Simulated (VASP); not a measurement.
# TaSi2 (P6_422) in VASP: single point with PBE

Aim: the single point of TaSi2 with PBE.

Program: VASP 6.6.1. These are calculated values, not measurements. Logs are shortened: lines on timing, memory, paths and dates and some standing lists are left out, and cuts for length are marked.

### Step 1. The cell of the first run

The structure is hexagonal, space group P6_422 (No. 181). The conventional cell has a = 4.806 Å, b = 4.806 Å, c = 6.600 Å, α = 90.00°, β = 90.00°, γ = 120.00°. Ta (site symmetry 222) has 10 Si at 2.62 to 2.84 Å and 4 Ta at 3.26 Å within 3.5 Å. Within 3.4 Å of Si (site symmetry 2) lie 9 Si at 2.57 to 3.34 Å and 5 Ta at 2.62 to 2.84 Å.

### Step 2. Single point, PBE

INCAR reads:

```
ALGO     = Normal         # electronic algorithm
EDIFF    = 1E-6           # SCF threshold, eV
ENCUT    = 520            # plane-wave cutoff, eV
GGA      = PE             # functional
ISIF     = 2              # what is computed and relaxed
ISMEAR   = 0              # smearing method
LASPH    = T              # aspherical terms in the spheres
LCHARG   = F              # write CHGCAR
LREAL    = F              # projectors in reciprocal space
LWAVE    = F              # write WAVECAR
NBANDS   = 38             # bands
NELM     = 60             # most SCF steps
PREC     = Accurate       # precision mode
SIGMA    = 0.15           # smearing width, eV
```

KPOINTS reads:

```
k-points
0
Gamma
  9 9 6
```

POSCAR reads:

```
TaSi2
1.0
    4.8060235202      0.0000000000      0.0000000000
   -2.4030117601      4.1621384597      0.0000000000
    0.0000000000      0.0000000000      6.5995345254
Ta Si
3 6
Direct
    0.5000000000      0.0000000000      0.0000000000
    0.5000000000      0.5000000000      0.6666666667
    0.0000000000      0.5000000000      0.3333333333
    0.1589152396      0.3178304793      0.0000000000
    0.8410847604      0.1589152396      0.6666666667
    0.6821695207      0.8410847604      0.3333333333
    0.8410847604      0.6821695207      0.0000000000
    0.1589152396      0.8410847604      0.6666666667
    0.3178304793      0.1589152396      0.3333333333
```

Potentials or basis: VASP PAW PBE potentials, release 64 (Ta_pv, Si).

Command:

```sh
cat potpaw_PBE.64/Ta_pv/POTCAR potpaw_PBE.64/Si/POTCAR > POTCAR
mpirun -np 1 vasp_std > vasp.out
```

OUTCAR:

```text
EDIFF = 1E-6
   ENCUT = 520
   GGA = PE
   ISIF = 2
   ISMEAR = 0
   LASPH = T
   LREAL = F
   NELM = 60
   PREC = Accurate

 ion  position               nearest neighbor table
   1  0.500  0.000  0.000-   6 2.62   9 2.62   8 2.62   5 2.62   4 2.74   7 2.74   7 2.74   4 2.74
                             4 2.84   7 2.84   2 3.26   2 3.26   3 3.26   3 3.26
   2  0.500  0.500  0.667-   4 2.62   7 2.62   6 2.62   9 2.62   8 2.74   5 2.74   8 2.74   5 2.74
                             8 2.84   5 2.84   1 3.26   1 3.26   3 3.26   3 3.26
   3  0.000  0.500  0.333-   4 2.62   7 2.62   5 2.62   8 2.62   9 2.74   6 2.74   9 2.74   6 2.74
                             6 2.84   9 2.84   1 3.26   1 3.26   2 3.26   2 3.26
   4  0.159  0.318  0.000-   5 2.57   9 2.57   3 2.62   2 2.62   7 2.65   1 2.74   1 2.74   1 2.84
                             7 2.84   7 2.84
   5  0.841  0.159  0.667-   4 2.57   6 2.57   1 2.62   3 2.62   8 2.65   2 2.74   2 2.74   2 2.84
                             8 2.84   8 2.84
   6  0.682  0.841  0.333-   7 2.57   5 2.57   1 2.62   2 2.62   9 2.65   3 2.74   3 2.74   3 2.84
                             9 2.84   9 2.84
   7  0.841  0.682  0.000-   8 2.57   6 2.57   3 2.62   2 2.62   4 2.65   1 2.74   1 2.74   1 2.84
                             4 2.84   4 2.84
   8  0.159  0.841  0.667-   7 2.57   9 2.57   1 2.62   3 2.62   5 2.65   2 2.74   2 2.74   2 2.84
                             5 2.84   5 2.84
   9  0.318  0.159  0.333-   4 2.57   8 2.57   1 2.62   2 2.62   6 2.65   3 2.74   3 2.74   3 2.84
                             6 2.84   6 2.84

  LATTYP: Found a hexagonal cell.
 ALAT       =     4.8060235202
 C/A-ratio  =     1.3731798227

  Lattice vectors:

 A1 = (   4.8060235202,   0.0000000000,   0.0000000000)
 A2 = (  -2.4030117601,   4.1621384597,   0.0000000000)
 A3 = (   0.0000000000,   0.0000000000,   6.5995345254)

Analysis of symmetry for initial positions (statically):
=====================================================================
 Subroutine PRICEL returns:
 Original cell was already a primitive cell.

 Routine SETGRP: Setting up the symmetry group for a
 hexagonal supercell.

 Subroutine GETGRP returns: Found 12 space group operations
 (whereof  4 operations were pure point group operations)
 out of a pool of 24 trial point group operations.

The static configuration has the point symmetry D_2 .
 The point group associated with its full space group is D_6 .

Analysis of symmetry for dynamics (positions and initial velocities):
=====================================================================
 Subroutine PRICEL returns:
 Original cell was already a primitive cell.

 Routine SETGRP: Setting up the symmetry group for a
 hexagonal supercell.

 Subroutine GETGRP returns: Found 12 space group operations
 (whereof  4 operations were pure point group operations)
 out of a pool of 24 trial point group operations.

The dynamic configuration has the point symmetry D_2 .
 The point group associated with its full space group is D_6 .

 Subroutine INISYM returns: Found 12 space group operations
 (whereof  4 operations are pure point group operations),
 and found     1 'primitive' translations

----------------------------------------------------------------------------------------

                                     Primitive cell

  volume of cell :     132.0127

  direct lattice vectors                    reciprocal lattice vectors
     4.806023520  0.000000000  0.000000000     0.208072223  0.120130554  0.000000000
    -2.403011760  4.162138460  0.000000000     0.000000000  0.240261108  0.000000000
     0.000000000  0.000000000  6.599534525     0.000000000  0.000000000  0.151525838

  length of vectors
     4.806023520  4.806023520  6.599534525     0.240261108  0.240261108  0.151525838

  position of ions in fractional coordinates (direct lattice)
     0.500000000  0.000000000  0.000000000
     0.500000000  0.500000000  0.666666667
     1.000000000  0.500000000  0.333333333
     0.158915240  0.317830479  0.000000000
     0.841084760  0.158915240  0.666666667
     0.682169521  0.841084760  0.333333333
     0.841084760  0.682169521  0.000000000
     0.158915240  0.841084760  0.666666667
     0.317830479  0.158915240  0.333333333

  ion indices of the primitive-cell ions
   primitive index   ion index
                 1           1
                 2           2
                 3           3
                 4           4
                 5           5
                 6           6
                 7           7
                 8           8
                 9           9

----------------------------------------------------------------------------------------

 KPOINTS: k-points

Automatic generation of k-mesh.
 Grid dimensions read from file:
 generate k-points for:    9    9    6

 Generating k-lattice:

  Cartesian coordinates                     Fractional coordinates (reciprocal lattice)
     0.023119136  0.013347839  0.000000000     0.111111111  0.000000000  0.000000000
     0.000000000  0.026695679  0.000000000     0.000000000  0.111111111  0.000000000
     0.000000000  0.000000000  0.025254306     0.000000000  0.000000000  0.166666667

  Length of vectors
     0.026695679  0.026695679  0.025254306

  Shift w.r.t. Gamma in fractional coordinates (k-lattice)
     0.000000000  0.000000000  0.000000000

 Subroutine IBZKPT returns following result:
 ===========================================

 Found     48 irreducible k-points:

 Following reciprocal coordinates:
            Coordinates               Weight
  0.000000  0.000000  0.000000      1.000000
  0.111111  0.000000  0.000000      6.000000
  0.222222 -0.000000  0.000000      6.000000
  0.333333 -0.000000  0.000000      6.000000
  0.444444 -0.000000  0.000000      6.000000
  0.111111  0.111111  0.000000      6.000000
[... 16 lines left out ...]
  0.333333  0.222222  0.166667     24.000000
  0.333333  0.333333  0.166667      4.000000
 [... further k-points ...]
   k-points           NKPTS =     48   k-points in BZ     NKDIM =     48   number of bands    NBANDS=     38
   number of dos      NEDOS =    301   number of ions     NIONS =      9
   total plane-waves  NPLWV =  64800
   dimension x,y,z NGX =    36 NGY =   36 NGZ =   50
   dimension x,y,z NGXF=    72 NGYF=   72 NGZF=  100
   ions per type =               3   6
   NGX,Y,Z   is equivalent  to a cutoff of  12.45, 12.45, 12.60 a.u.
   NGXF,Y,Z  is equivalent  to a cutoff of  24.91, 24.91, 25.19 a.u.
 SYSTEM =  unknown system
   PREC   = accura    normal or accurate (medium, high low for compatibility)
   ISTART =      0    job   : 0-new  1-cont  2-samecut
   ICHARG =      2    charge: 1-file 2-atom 10-const
   ISPIN  =      1    spin polarized calculation?
   LNONCOLLINEAR =      F non collinear calculations
   LSORBIT =      F    spin-orbit coupling
   LASPH  =      T    aspherical Exc in radial PAW
   ENCUT  =  520.0 eV  38.22 Ry    6.18 a.u.   8.94  8.94 12.27*2*pi/ulx,y,z
   NELM   =     60;   NELMIN=  2; NELMDL= -5     # of ELM steps
   EDIFF  = 0.1E-05   stopping-criterion for ELM
   LREAL  =      F    real-space projection
   EDIFFG = 0.1E-04   stopping-criterion for IOM
   NSW    =      0    number of steps for IOM
   IBRION =     -1    ionic relax: 0-MD 1-quasi-New 2-CG
   NFREE  =      0    steps in history (QN), initial steepest desc. (CG)
   ISIF   =      2    stress and relaxation
   ISYM   =      2    0-nonsym 1-usesym 2-fastsym
   POTIM  = 0.5000    time-step for ionic-motion
   TEBEG  =    0.0;   TEEND  =   0.0 temperature during run
   PSTRESS=    0.0 pullay stress
   NELECT =      57.0000    total number of electrons
   NUPDOWN=      -1.0000    fix difference up-down
   EMIN   =  10.00;   EMAX   =-10.00  energy-range for DOS
   EFERMI =   0.00;   METHOD = LEGACY
   ISMEAR =     0;   SIGMA  =   0.15  broadening in eV -4-tet -1-fermi 0-gaus
   EFERMI_NEDOS =   21; number of points for ismear=-14 and -15
   IALGO  =     38    algorithm
   IMIX   =      4    mixing-type and parameters
     AMIX     =   0.40;   BMIX     =  1.00
     AMIX_MAG =   1.60;   BMIX_MAG =  1.00
  volume/ion in A,a.u.               =      14.67        98.99
  Fermi-wavevector in a.u.,A,eV,Ry     =   1.237356  2.338263 20.831186  1.531049
  Thomas-Fermi vector in A             =   2.371926
   LORBIT       =      0    0 simple, 1 ext, 2 COOP (PROOUT), +10 PAW based schemes
   GGA     = PE    functional components
   LHFCALC =     F    Hartree Fock is set to
   AEXX    =    0.0000 exact exchange contribution
   IVDW    =     0    specifies the selected vdW correction
   LEPSILON=     F    determine dielectric tensor
   LRPA    =     F    only Hartree local field effects (RPA)
 non-spin polarized calculation
 Gauss-broadening in eV      SIGMA  =   0.15
  energy-cutoff  :      520.00
  volume of cell :      132.01
 maximum number of plane-waves:      3577
 NGX is ok and might be reduce to    36
   NGX = 17   NGY = 17   NGZ = 25

 number of electron      57.0000007 magnetization

 Free energy of the ion-electron system (eV)
  ---------------------------------------------------
  ext. energy  EPLUGINS =         0.00000000
  ---------------------------------------------------
  free energy    TOTEN  =       -72.27072230 eV

  energy without entropy =      -72.22468072  energy(sigma->0) =      -72.24770151

 E-fermi :   9.2184     XC(G=0): -12.0128

 val. band max:        9.1991846089   @ k =   0.3333   0.1111   0.5000
 cond. band min:       9.2337785354   @ k =   0.4444   0.1111   0.1667
 fundamental gap:      0.0345939264
 Fermi energy:         9.2184011290

 k-point     1 :       0.0000    0.0000    0.0000
  band No.  band energies     occupation
      1     -25.1928      2.00000
      2     -25.1894      2.00000
      3     -25.1894      2.00000
      4     -25.1238      2.00000
      5     -25.1238      2.00000
      6     -25.0360      2.00000
[... 30 lines left out ...]
     37      13.0759      0.00000
     38      13.1566      0.00000
[... 941 lines left out ...]
     37      12.4733      0.00000
     38      12.8484      0.00000

 [... further k-points ...]

------------------------ aborting loop because EDIFF is reached ----------------------------------------

  FORCE on cell =-STRESS in cart. coord.  units (eV):
  Direction    XX          YY          ZZ          XY          YZ          ZX
  --------------------------------------------------------------------------------------
  -------------------------------------------------------------------------------------
  Total        0.0054428      0.0054428      0.0418460     -0.0000000     -0.0000000      0.0000000
  in kB        0.0660574      0.0660574      0.5078657     -0.0000000     -0.0000000      0.0000000
  external PRESSURE =       0.2133268 kB  Pullay stress =       0.0000000 kB

 VOLUME and BASIS-vectors are now :
 -----------------------------------------------------------------------------
  energy-cutoff  :      520.00
  volume of cell :      132.01
      direct lattice vectors                 reciprocal lattice vectors
     4.806023520  0.000000000  0.000000000     0.208072223  0.120130554  0.000000000
    -2.403011760  4.162138460  0.000000000     0.000000000  0.240261108  0.000000000
     0.000000000  0.000000000  6.599534525     0.000000000  0.000000000  0.151525838

 POSITION                                       TOTAL-FORCE (eV/Angst)
 -----------------------------------------------------------------------------------
      2.40301      0.00000      0.00000         0.000000      0.000000     -0.000000
      1.20151      2.08107      4.39969         0.000000      0.000000      0.000000
     -1.20151      2.08107      2.19984        -0.000000      0.000000      0.000000
     -0.00000      1.32285      0.00000        -0.000000      0.005785     -0.000000
      3.66040      0.66143      4.39969        -0.005010      0.002893     -0.000000
      1.25739      3.50071      2.19984        -0.005010     -0.002893     -0.000000
      2.40301      2.83928      0.00000         0.000000     -0.005785     -0.000000
     -1.25739      3.50071      4.39969         0.005010     -0.002893     -0.000000
      1.14563      0.66143      2.19984         0.005010      0.002893     -0.000000
 -----------------------------------------------------------------------------------
    total drift:                               -0.000000      0.000000      0.000000

  FREE ENERGIE OF THE ION-ELECTRON SYSTEM (eV)
  ---------------------------------------------------
  free  energy   TOTEN  =       -72.2707222999 eV

  energy  without entropy=      -72.2246807160  energy(sigma->0) =      -72.24770151
```

It took 2.1 min on 1 thread of AMD EPYC 9R45 (Zen 5), shared host; peak memory 0.32 GiB.

Results:

```yaml
Free_energy: -72.2707 eV
Pressure: 0.0 GPa
Largest_force: 0.006 eV/Å
Band_gap_on_the_k_mesh: zero (an odd number of electrons rules out a gap without spin polarisation)
```

Forces in eV/Å, atoms in the order of the input:
```
Ta   0.000  0.000  0.000
Ta   0.000  0.000  0.000
Ta   0.000  0.000  0.000
Si   0.000  0.006  0.000
Si  -0.005  0.003  0.000
Si  -0.005 -0.003  0.000
Si   0.000 -0.006  0.000
Si   0.005 -0.003  0.000
Si   0.005  0.003  0.000
```

Caveat: spin-orbit coupling is left out, which moves the levels of the heavy elements.

The gap in the log of VASP goes by the Fermi energy; the results here count the filled bands.